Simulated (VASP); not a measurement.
# Sc3Al: single point with r2SCAN

The system is Sc3Al.

```
CELL_PARAMETERS angstrom
4.56981 0.00000 0.00000
0.00000 4.56981 0.00000
0.00000 0.00000 4.56981
ATOMIC_POSITIONS crystal
Sc 0.50000 0.00000 0.50000
Sc 0.00000 0.50000 0.50000
Sc 0.50000 0.50000 0.00000
Al 0.00000 0.00000 0.00000
```

```
Program             : VASP 6.6.1
Task                : single point
Functional          : r2SCAN
Potentials or basis : VASP PAW PBE potentials, release 64 (Sc_sv, Al)
Cutoff              : 520 eV
k mesh              : 10 × 10 × 10
Occupations         : gaussian, width 0.1 eV
Spin                : no spin polarisation
```

```json
{
  "Pressure": "-5.1 GPa",
  "Band gap on the k mesh": "zero (bands 18 and 19 overlap by 1.63 eV)"
}
```

Levels at points of the mesh, in eV from the Fermi level:
| k point | band 14 | band 15 | band 16 | band 17 | band 18 | band 19 | band 20 | band 21 | band 22 | band 23 |
| --- | --- | --- | --- | --- | --- | --- | --- | --- | --- | --- |
| (0.00, 0.00, 0.00) | -2.52 | -0.93 | -0.93 | -0.33 | -0.33 | -0.33 | 0.30 | 0.30 | 0.30 | 2.25 |
| (0.50, 0.00, 0.00) | -4.27 | -1.32 | -0.87 | -0.87 | 0.18 | 0.18 | 0.75 | 0.75 | 1.51 | 1.59 |
| (0.50, 0.50, 0.00) | -3.00 | -3.00 | -1.85 | -0.95 | 0.17 | 0.52 | 0.52 | 1.04 | 1.04 | 1.74 |
| (0.50, 0.50, 0.50) | -1.51 | -1.51 | -1.51 | -1.45 | -1.45 | -1.45 | -0.05 | 1.46 | 1.46 | 1.46 |

Run time: 6.3 min on 1 thread of AMD EPYC 9R45 96-Core Processor (Zen 5), with other jobs on the host, peak memory 0.26 GiB.

Caveat: the cell stands under tension; the PAW data sets were made with another functional, which shifts forces and pressure a little.
